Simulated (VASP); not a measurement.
ReS, 2 atoms in the cell. It takes space group F-43m (No. 216, cubic). The conventional cell has a = 5.209 Å, b = 5.209 Å, c = 5.209 Å, α = 90.00°, β = 90.00°, γ = 90.00°. Within 3.0 Å of Re (site symmetry -43m) lie 4 S at 2.26 Å. S (site symmetry -43m) has 4 Re at 2.26 Å within 3.0 Å. 

```yaml
Program: VASP 6.6.1
Task: single point
Functional: r2SCAN
Potentials_or_basis: VASP PAW PBE potentials, release 64 (Re, S)
Cutoff: 520 eV
k_mesh: 12 × 12 × 12
Occupations: gaussian, width 0.05 eV
Spin: collinear spin
Starting_moments: "[0.5, 0.0] μB"
Dipole_correction: no
Further_INCAR_settings: ALGO = Normal; EDIFF = 1e-06; NBANDS = 18
```

Potentials or basis: VASP PAW PBE potentials, release 64 (Re, S).

The run is started by

```console
$ cat potpaw_PBE.64/Re/POTCAR potpaw_PBE.64/S/POTCAR > POTCAR
$ cp INCAR.step1 INCAR
$ mpirun -np 1 vasp_std > vasp.out
$ cp INCAR.step2 INCAR
$ mpirun -np 1 vasp_std > vasp.out
```

Hardware: 1 thread of AMD EPYC 9R45 96-Core Processor (Zen 5) (shared host).

Problem. How long does it take, and how much memory?

Solution. It took 7.2 min on 1 thread of AMD EPYC 9R45 96-Core Processor (Zen 5), with other jobs on the host, peak memory 0.2 GiB. Counts: k points 72.
